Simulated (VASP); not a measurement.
Runs of VASP 6.6.1 on Ni. The structure is that of space group P6_3/mmc (No. 194), or close to it. The cells are those of the table. This isn't the form of Ni at room conditions, which is fcc.

```csv
cell,k mesh,gap on the mesh (eV),pressure (GPa),moment (μB)
"a = 2.514, b = 2.514, c = 4.116 Å, angles 90.0, 90.0, 120.0°, 2 atoms",16 × 16 × 9,none,(a),1.29
"a = 2.579, b = 2.579, c = 4.223 Å, angles 90.0, 90.0, 120.0°, 2 atoms",16 × 16 × 9,none,-11.0,1.38
"a = 2.445, b = 2.445, c = 4.003 Å, angles 90.0, 90.0, 120.0°, 2 atoms",16 × 16 × 9,none,17.6,1.20
"a = 2.409, b = 2.409, c = 3.944 Å, angles 90.0, 90.0, 120.0°, 2 atoms",16 × 16 × 9,none,30.3,1.17
"a = 2.547, b = 2.547, c = 4.170 Å, angles 90.0, 90.0, 120.0°, 2 atoms",16 × 16 × 9,none,(b),1.34
"a = 2.514, b = 2.514, c = 4.116 Å, angles 90.0, 90.0, 120.0°, 2 atoms",14 × 14 × 8,none,0.1,1.34
```

Alike in all rows: task single point; level RPBE; potentials or basis VASP PAW PBE potentials, release 64 (Ni); spin collinear, ferromagnetic start; cutoff (eV) 520; smearing fermi-dirac 0.05 eV.

Task: Estimate the missing entries.

Result: (a) -0.1; (b) -6.2.

Caveats: the PAW data sets were made with another functional, which shifts forces and pressure a little; the cell stands under tension (at least some runs); the cell stands under pressure (at least some runs).

A gap of «none» marks levels without a gap at the run's occupations.
